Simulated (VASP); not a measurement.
Y3Ir:

```
Y Ir
1.0
     4.75809    0.00000    0.00000
     0.00000    4.75809    0.00000
     0.00000    0.00000    4.75809
Y Ir
3 1
Direct
  0.00000 0.50000 0.50000
  0.50000 0.00000 0.50000
  0.50000 0.50000 0.00000
  0.00000 0.00000 0.00000
```

| Item | Value |
| --- | --- |
| Program | VASP 6.6.1 |
| Task | relaxation of cell and atoms |
| Functional | PBE |
| Potentials or basis | VASP PAW PBE potentials, release 64 (Y_sv, Ir) |
| Cutoff | 600 eV |
| k mesh | 4 × 4 × 4 |
| Occupations | gaussian, width 0.1 eV |
| Spin | no spin polarisation |

At the start: pressure -5.9 GPa; volume 26.93 Å³/atom.

How do energy, volume and symmetry change on relaxing?

Over 3 steps the energy falls by 54.4 meV/atom and the volume is 24.26 Å³/atom (-9.9 %); space group Pm-3m (No. 221, to 0.05 Å).

Step by step:
| step | energy change (eV) | largest force (eV/Å) | pressure (GPa) | volume (Å³) |
| --- | --- | --- | --- | --- |
| 1 | 0.0000 | 0.0000 | -5.87 | 107.72 |
| 2 | -0.1767 | 0.0000 | 3.40 | 93.05 |
| 3 | -0.2175 | 0.0000 | -0.01 | 97.05 |

Final structure:
```
Y Ir
1.0
     4.59542    0.00000    0.00000
     0.00000    4.59542    0.00000
     0.00000    0.00000    4.59542
Y Ir
3 1
Cartesian
  0.0000 2.2977 2.2977
  2.2977 0.0000 2.2977
  2.2977 2.2977 0.0000
  0.0000 0.0000 0.0000
```
